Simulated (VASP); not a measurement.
# As (Fd-3m) in VASP: a series of runs

As is run at these levels: PBEsol; tasks: single point.

Program: VASP 6.6.1. These are calculated values, not measurements. Logs are shortened: lines on timing, memory, paths and dates and some standing lists are left out, and cuts for length are marked.

## 1. The cell of the first run

It takes space group Fd-3m (No. 227, cubic). Conventional cell: a = 4.827 Å, b = 4.827 Å, c = 4.827 Å, α = 90.00°, β = 90.00°, γ = 90.00°. As (site symmetry -43m) has 4 As at 2.09 Å within 2.8 Å.

## 2. Single point, PBEsol (volume scaled by 0.52)

Contents of INCAR:

```
SYSTEM = As
PREC = Accurate ; ENCUT = 520
EDIFF = 1E-6 ; ISMEAR = -1
SIGMA = 0.08 ; LREAL = .False.
LASPH = .True. ; NELM = 100
ALGO = Normal ; ISIF = 2
LWAVE = .False. ; LCHARG = .False.
GGA = PS ; NBANDS = 12
```

Contents of KPOINTS:

```
Automatic mesh
0
Gamma
  11 11 11
  0 0 0
```

Contents of POSCAR:

```
As
1.0
    0.0000000000      2.4134479325      2.4134479325
    2.4134479325      0.0000000000      2.4134479325
    2.4134479325      2.4134479325      0.0000000000
As
2
Direct
   -0.1250000000     -0.1250000000     -0.1250000000
    0.1250000000      0.1250000000      0.1250000000
```

Potentials or basis: VASP PAW PBE potentials, release 64 (As).

Launch:

```console
$ cat potpaw_PBE.64/As/POTCAR > POTCAR
$ mpirun -np 1 vasp_std > vasp.out
```

OUTCAR:

```text
SYSTEM = As
   PREC = Accurate
   ENCUT = 520
   EDIFF = 1E-6
   ISMEAR = -1
   LREAL = .False.
   LASPH = .True.
   NELM = 100
   ISIF = 2
   GGA = PS

 ion  position               nearest neighbor table
   1  0.875  0.875  0.875-   2 2.09   2 2.09   2 2.09   2 2.09
   2  0.125  0.125  0.125-   1 2.09   1 2.09   1 2.09   1 2.09

  LATTYP: Found a face centered cubic cell.
 ALAT       =     4.8268958650

  Lattice vectors:

 A1 = (   0.0000000000,   2.4134479325,   2.4134479325)
 A2 = (   2.4134479325,   0.0000000000,   2.4134479325)
 A3 = (   2.4134479325,   2.4134479325,   0.0000000000)

Analysis of symmetry for initial positions (statically):
=====================================================================
 Subroutine PRICEL returns:
 Original cell was already a primitive cell.

 Routine SETGRP: Setting up the symmetry group for a
 face centered cubic supercell.

 Subroutine GETGRP returns: Found 48 space group operations
 (whereof 12 operations were pure point group operations)
 out of a pool of 48 trial point group operations.

The static configuration has the point symmetry D_3d.
 The point group associated with its full space group is O_h .

Analysis of symmetry for dynamics (positions and initial velocities):
=====================================================================
 Subroutine PRICEL returns:
 Original cell was already a primitive cell.

 Routine SETGRP: Setting up the symmetry group for a
 face centered cubic supercell.

 Subroutine GETGRP returns: Found 48 space group operations
 (whereof 12 operations were pure point group operations)
 out of a pool of 48 trial point group operations.

The dynamic configuration has the point symmetry D_3d.
 The point group associated with its full space group is O_h .

 Subroutine INISYM returns: Found 48 space group operations
 (whereof 12 operations are pure point group operations),
 and found     1 'primitive' translations

----------------------------------------------------------------------------------------

                                     Primitive cell

  volume of cell :      28.1154

  direct lattice vectors                    reciprocal lattice vectors
     0.000000000  2.413447933  2.413447933    -0.207172483  0.207172483  0.207172483
     2.413447933  0.000000000  2.413447933     0.207172483 -0.207172483  0.207172483
     2.413447933  2.413447933  0.000000000     0.207172483  0.207172483 -0.207172483

  length of vectors
[... 92 lines left out ...]
   PSTRESS=    0.0 pullay stress
   NELECT =      10.0000    total number of electrons
   NUPDOWN=      -1.0000    fix difference up-down
   EMIN   =  10.00;   EMAX   =-10.00  energy-range for DOS
   EFERMI =   0.00;   METHOD = LEGACY
   ISMEAR =    -1;   SIGMA  =   0.08  broadening in eV -4-tet -1-fermi 0-gaus
   EFERMI_NEDOS =   21; number of points for ismear=-14 and -15
   IALGO  =     38    algorithm
   IMIX   =      4    mixing-type and parameters
     AMIX     =   0.40;   BMIX     =  1.00
     AMIX_MAG =   1.60;   BMIX_MAG =  1.00
  volume/ion in A,a.u.               =      14.06        94.87
  Fermi-wavevector in a.u.,A,eV,Ry     =   1.159917  2.191925 18.305378  1.345407
  Thomas-Fermi vector in A             =   2.296505
   LORBIT       =      0    0 simple, 1 ext, 2 COOP (PROOUT), +10 PAW based schemes
   GGA     = PS    functional components
   LHFCALC =     F    Hartree Fock is set to
   AEXX    =    0.0000 exact exchange contribution
   IVDW    =     0    specifies the selected vdW correction
   LEPSILON=     F    determine dielectric tensor
   LRPA    =     F    only Hartree local field effects (RPA)
 non-spin polarized calculation
  energy-cutoff  :      520.00
  volume of cell :       28.12
 maximum number of plane-waves:       769
 NGX is ok and might be reduce to    28
   NGX = 13   NGY = 13   NGZ = 13

 number of electron      10.0000000 magnetization

 number of electron       9.9999999 magnetization

 Free energy of the ion-electron system (eV)
  ---------------------------------------------------
  ext. energy  EPLUGINS =         0.00000000
  ---------------------------------------------------
  free energy    TOTEN  =        -3.67839471 eV

  energy without entropy =       -3.66374431  energy(sigma->0) =       -3.67106951

 E-fermi :  11.3033     XC(G=0): -11.8989

 val. band max:       11.2714266369   @ k =  -0.1818   0.1818   0.0000
 cond. band min:      11.3464977444   @ k =  -0.4545   0.3636   0.0000
 fundamental gap:      0.0750711075
 Fermi energy:        11.3033028231

 k-point     1 :       0.0000    0.0000    0.0000
  band No.  band energies     occupation
      1      -9.5964      2.00000
      2       7.3846      2.00000
      3       7.3846      2.00000
      4       7.3846      2.00000
      5      10.8062      1.99600
      6      10.8062      1.99600
      7      10.8062      1.99600
      8      10.9566      1.97411
      9      16.5423      0.00000
     10      19.2888      0.00000
     11      19.2888      0.00000
     12      21.4032      0.00000
[... 331 lines left out ...]
 k-point    24 :      -0.1818    0.1818    0.0000
  band No.  band energies     occupation
      1      -8.0886      2.00000
      2       1.3075      2.00000
      3       3.3326      2.00000
      4       6.2008      2.00000
      5      11.2714      1.19663
      6      12.4881      0.00000
      7      13.0672      0.00000
      8      14.7228      0.00000
      9      16.4737      0.00000
     10      20.6671      0.00000
     11      21.2143      0.00000
     12      22.8912      0.00000

 [... further k-points ...]

------------------------ aborting loop because EDIFF is reached ----------------------------------------

  FORCE on cell =-STRESS in cart. coord.  units (eV):
  Direction    XX          YY          ZZ          XY          YZ          ZX
  --------------------------------------------------------------------------------------
  -------------------------------------------------------------------------------------
  Total       21.7617472     21.7617472     21.7617472      0.0000000      0.0000000      0.0000000
  in kB     1240.1109619   1240.1109619   1240.1109619      0.0000000      0.0000000      0.0000000
  external PRESSURE =    1240.1109619 kB  Pullay stress =       0.0000000 kB

 VOLUME and BASIS-vectors are now :
 -----------------------------------------------------------------------------
  energy-cutoff  :      520.00
  volume of cell :       28.12
      direct lattice vectors                 reciprocal lattice vectors
     0.000000000  2.413447933  2.413447933    -0.207172483  0.207172483  0.207172483
     2.413447933  0.000000000  2.413447933     0.207172483 -0.207172483  0.207172483
     2.413447933  2.413447933  0.000000000     0.207172483  0.207172483 -0.207172483

 POSITION                                       TOTAL-FORCE (eV/Angst)
 -----------------------------------------------------------------------------------
      4.22353      4.22353      4.22353         0.000000      0.000000      0.000000
      0.60336      0.60336      0.60336        -0.000000     -0.000000     -0.000000
 -----------------------------------------------------------------------------------
    total drift:                               -0.000000     -0.000000     -0.000000

  FREE ENERGIE OF THE ION-ELECTRON SYSTEM (eV)
  ---------------------------------------------------
  free  energy   TOTEN  =        -3.6783947073 eV

  energy  without entropy=       -3.6637443114  energy(sigma->0) =       -3.67106951
```

OSZICAR:

```text
N       E                     dE             d eps       ncg     rms          rms(c)
DAV:   1     0.303627554578E+02    0.30363E+02   -0.43038E+03  1344   0.714E+02
DAV:   2    -0.283784718184E+01   -0.33201E+02   -0.31871E+02  1804   0.122E+02
DAV:   3    -0.395894747598E+01   -0.11211E+01   -0.11126E+01  1760   0.208E+01
DAV:   4    -0.396294372684E+01   -0.39963E-02   -0.39954E-02  1516   0.132E+00
DAV:   5    -0.396295082013E+01   -0.70933E-05   -0.70934E-05  1660   0.578E-02    0.100E+01
DAV:   6    -0.376489109559E+01    0.19806E+00   -0.80811E-02  1440   0.152E+00    0.600E+00
DAV:   7    -0.367995009464E+01    0.84941E-01   -0.11663E-01  1512   0.187E+00    0.343E-01
DAV:   8    -0.367840591341E+01    0.15442E-02   -0.56294E-03  1436   0.429E-01    0.497E-02
DAV:   9    -0.367839464781E+01    0.11266E-04   -0.64247E-05  1668   0.541E-02    0.202E-02
DAV:  10    -0.367839470733E+01   -0.59521E-07   -0.14054E-06  1132   0.787E-03
   1 F= -.36783947E+01 E0= -.36710695E+01  d E =-.146504E-01
```

It took 14 s on 1 thread of Intel Xeon Platinum 8488C (Sapphire Rapids), shared host; peak memory 0.16 GiB.

What came out:

```
Free energy            : -3.6784 eV
Pressure               : 124.0 GPa
Band gap on the k mesh : zero (band 5 reaches 12.18 eV, above the bottom of band 6 at 8.75 eV)
```

Caveat: the PAW data sets were made with another functional, which shifts forces and pressure a little.

## 3. Single point, PBEsol (volume scaled by 0.6)

Contents of INCAR:

```
  ALGO = Normal
  EDIFF = 1E-6
  ENCUT = 520
  GGA = PS
  ISIF = 2
  ISMEAR = -1
  LASPH = T
  LCHARG = F
  LREAL = F
  LWAVE = F
  NBANDS = 12
  NELM = 100
  PREC = Accurate
  SIGMA = 0.08
```

Contents of KPOINTS:

```
k-points
0
Gamma
  11 11 11
```

Contents of POSCAR:

```
As
1.0
    0.0000000000      2.5313599391      2.5313599391
    2.5313599391      0.0000000000      2.5313599391
    2.5313599391      2.5313599391      0.0000000000
As
2
Direct
   -0.1250000000     -0.1250000000     -0.1250000000
    0.1250000000      0.1250000000      0.1250000000
```

Potentials or basis: VASP PAW PBE potentials, release 64 (As).

Launch:

```console
$ cat potpaw_PBE.64/As/POTCAR > POTCAR
$ mpirun -np 1 vasp_std > vasp.out
```

It took 15 s on 1 thread of Intel Xeon Platinum 8488C (Sapphire Rapids), shared host; peak memory 0.16 GiB.

Results (log left out):

* Free energy: -6.2527 eV
* Pressure: 72.1 GPa
* Band gap on the k mesh: zero (band 5 reaches 10.08 eV, above the bottom of band 6 at 7.16 eV)

Levels at points of the mesh, in eV from the Fermi level:
```csv
k point,band 3,band 4,band 5,band 6,band 7,band 8
"(0.00, 0.00, 0.00)",-3.61,-3.61,-1.92,-0.24,-0.24,-0.24
```

Caveat: the PAW data sets were made with another functional, which shifts forces and pressure a little.

## 4. Single point, PBEsol (volume scaled by 0.6)

Contents of INCAR:

```
SYSTEM = As
  PREC = Accurate
  ENCUT = 520
  EDIFF = 1E-6
  ISMEAR = -1
  SIGMA = 0.08
  LREAL = .False.
  LASPH = .True.
  NELM = 80
  ALGO = Normal
  ISIF = 2
  LWAVE = .False.
  LCHARG = .False.
  GGA = PS
  NBANDS = 12
```

Contents of KPOINTS:

```
regular mesh
0
Gamma
  11 11 11
  0 0 0
```

POSCAR is that of step 3.

Potentials or basis: VASP PAW PBE potentials, release 64 (As).

Launch:

```console
$ cat potpaw_PBE.64/As/POTCAR > POTCAR
$ mpirun -np 1 vasp_std > vasp.out
```

OUTCAR:

```text
SYSTEM = As
   PREC = Accurate
   ENCUT = 520
   EDIFF = 1E-6
   ISMEAR = -1
   LREAL = .False.
   LASPH = .True.
   NELM = 80
   ISIF = 2
   GGA = PS

 ion  position               nearest neighbor table
   1  0.875  0.875  0.875-   2 2.19   2 2.19   2 2.19   2 2.19
   2  0.125  0.125  0.125-   1 2.19   1 2.19   1 2.19   1 2.19

  LATTYP: Found a face centered cubic cell.
 ALAT       =     5.0627198782

  Lattice vectors:

 A1 = (   0.0000000000,   2.5313599391,   2.5313599391)
 A2 = (   2.5313599391,   0.0000000000,   2.5313599391)
 A3 = (   2.5313599391,   2.5313599391,   0.0000000000)

Analysis of symmetry for initial positions (statically):
=====================================================================
 Subroutine PRICEL returns:
 Original cell was already a primitive cell.

 Routine SETGRP: Setting up the symmetry group for a
 face centered cubic supercell.

 Subroutine GETGRP returns: Found 48 space group operations
 (whereof 12 operations were pure point group operations)
 out of a pool of 48 trial point group operations.

The static configuration has the point symmetry D_3d.
[... 175 lines left out ...]
      3       5.5531      2.00000
      4       5.5531      2.00000
      5       7.2453      2.00000
      6       8.9274      1.90008
      7       8.9274      1.90008
      8       8.9274      1.90008
      9      14.2324      0.00000
     10      17.0730      0.00000
     11      17.0730      0.00000
     12      19.1834      0.00000
[... 331 lines left out ...]
 k-point    24 :      -0.1818    0.1818    0.0000
  band No.  band energies     occupation
      1      -8.6199      2.00000
      2      -0.2484      2.00000
      3       2.1487      2.00000
      4       4.5455      2.00000
      5       8.7754      1.98440
      6      10.4263      0.00000
      7      10.7926      0.00000
      8      12.3331      0.00000
      9      14.5929      0.00000
     10      17.9749      0.00000
     11      18.1151      0.00000
     12      20.4418      0.00000

 [... further k-points ...]

------------------------ aborting loop because EDIFF is reached ----------------------------------------

  FORCE on cell =-STRESS in cart. coord.  units (eV):
  Direction    XX          YY          ZZ          XY          YZ          ZX
  --------------------------------------------------------------------------------------
  -------------------------------------------------------------------------------------
  Total       14.6018935     14.6018935     14.6018935      0.0000000      0.0000000     -0.0000000
  in kB      721.1540652    721.1540652    721.1540652      0.0000000      0.0000000     -0.0000000
  external PRESSURE =     721.1540652 kB  Pullay stress =       0.0000000 kB

 VOLUME and BASIS-vectors are now :
 -----------------------------------------------------------------------------
  energy-cutoff  :      520.00
  volume of cell :       32.44
      direct lattice vectors                 reciprocal lattice vectors
     0.000000000  2.531359939  2.531359939    -0.197522285  0.197522285  0.197522285
     2.531359939  0.000000000  2.531359939     0.197522285 -0.197522285  0.197522285
     2.531359939  2.531359939  0.000000000     0.197522285  0.197522285 -0.197522285

 POSITION                                       TOTAL-FORCE (eV/Angst)
 -----------------------------------------------------------------------------------
      4.42988      4.42988      4.42988        -0.000000     -0.000000     -0.000000
      0.63284      0.63284      0.63284         0.000000      0.000000      0.000000
 -----------------------------------------------------------------------------------
    total drift:                               -0.000000     -0.000000     -0.000000

  FREE ENERGIE OF THE ION-ELECTRON SYSTEM (eV)
  ---------------------------------------------------
  free  energy   TOTEN  =        -6.2527391867 eV

  energy  without entropy=       -6.2408748734  energy(sigma->0) =       -6.24680703
```

stdout:

```text
POSCAR found type information on POSCAR As
 POSCAR found :  1 types and       2 ions
 scaLAPACK will be used
 -----------------------------------------------------------------------------
|                                                                             |
|                                                                             |
|     You enforced a specific xc type in the INCAR file but a different       |
|     I HOPE YOU KNOW WHAT YOU ARE DOING!                                     |
|                                                                             |
 -----------------------------------------------------------------------------

 LDA part: xc-table for (Slater+PW92), standard interpolation
 POSCAR, INCAR and KPOINTS ok, starting setup
 FFT: planning ... GRIDC
 FFT: planning ... GRID_SOFT
 FFT: planning ... GRID
 WAVECAR not read
 entering main loop
```

Wall time 16 s (1 thread of Intel Xeon Platinum 8488C (Sapphire Rapids), shared host); peak memory 0.16 GiB.

Results:

| Quantity | Value |
| --- | --- |
| Free energy | -6.2527 eV |
| Pressure | 72.1 GPa |
| Band gap on the k mesh | zero (band 5 reaches 10.08 eV, above the bottom of band 6 at 7.16 eV) |

Caveat: the PAW data sets were made with another functional, which shifts forces and pressure a little.
